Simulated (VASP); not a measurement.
Input of a VASP 6.6.1 run:

INCAR

```
PREC = Accurate
ENCUT = 520
EDIFF = 1E-7
ISMEAR = 0
SIGMA = 0.2
LREAL = F
LASPH = T
NELM = 80
ALGO = Normal
ISIF = 2
LWAVE = F
LCHARG = F
GGA = PE
NBANDS = 24
```

Contents of KPOINTS:

```
regular mesh
0
Gamma
  5 5 5
```

The input POSCAR:

```
Be3Se4
1.0
   -2.4670337011      2.4670337011      5.5658767857
    2.4670337011     -2.4670337011      5.5658767857
    2.4670337011      2.4670337011     -5.5658767857
Be Se
3 4
Direct
    0.2500000000      0.7500000000      0.5000000000
    0.7500000000      0.2500000000      0.5000000000
    0.5000000000      0.5000000000      0.0000000000
    0.3834338399      0.8745723581      0.0000000000
    0.8745723581      0.3834338399      0.0000000000
    0.1254276419      0.1254276419      0.5088614818
    0.6165661601      0.6165661601      0.4911385182
```

Potentials or basis: VASP PAW PBE potentials, release 64 (Be, Se).

The run is started by

```sh
$ cat potpaw_PBE.64/Be/POTCAR potpaw_PBE.64/Se/POTCAR > POTCAR
$ mpirun -np 1 vasp_std > vasp.out
```

**Question.** Predict the largest force.

**Answer.** 0.017 eV/Å.

**Question.** Estimate the band gap on the k mesh.

**Answer.** Zero (bands 15 and 16 overlap by 0.98 eV).

Forces on the atoms (eV/Å):
```
Be   0.000  0.000  0.000
Be   0.000  0.000  0.000
Be   0.000  0.000  0.000
Se   0.007 -0.007 -0.014
Se  -0.007  0.007 -0.014
Se  -0.007 -0.007  0.014
Se   0.007  0.007  0.014
```
